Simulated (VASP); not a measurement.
Here is a VASP 6.6.1 calculation.

File INCAR:

```
PREC = Accurate
ENCUT = 520
EDIFF = 1E-6
ISMEAR = -1
SIGMA = 0.05
LREAL = F
LASPH = T
NELM = 150
ALGO = Normal
ISIF = 2
LWAVE = F
LCHARG = T
ISPIN = 2
MAGMOM = 1 0
LORBIT = 11
LMAXMIX = 4
GGA = B5
ALDAX = 1.0
AGGAX = 1.0
AGGAC = 1.0
ALDAC = 0.0
IVDW = 12
VDW_S6 = 1.0
VDW_S8 = 2.6996
VDW_A1 = 0.4298
VDW_A2 = 4.2359
LELF = T
LVHAR = T
NBANDS = 19
```

File KPOINTS:

```
regular mesh
0
Gamma
  11 11 11
```

File POSCAR:

```
NiO
1.0
    0.0000000000      2.1133508634      2.1133508634
    2.1133508634      0.0000000000      2.1133508634
    2.1133508634      2.1133508634      0.0000000000
Ni O
1 1
Direct
    0.0000000000      0.0000000000      0.0000000000
    0.5000000000      0.5000000000      0.5000000000
```

Potentials or basis: VASP PAW PBE potentials, release 64 (Ni, O).

Launch:

```sh
$ cat potpaw_PBE.64/Ni/POTCAR potpaw_PBE.64/O/POTCAR > POTCAR
$ mpirun -np 1 vasp_std > vasp.out
```

Task: What does it give for the pressure?

Result: -2.7 GPa.

Task: What does it give for the dispersion energy per atom?

Result: -0.554 eV.

Task: What does it give for the net moment?

Result: 1.74 μB per cell.

Task: What does it give for the site moments?

Result: Ni +1.43; O +0.27 μB.

Caveat: the PAW data sets were made with another functional, which shifts forces and pressure a little; a cell with one magnetic atom can't hold antiferromagnetic order, which such compounds often take.
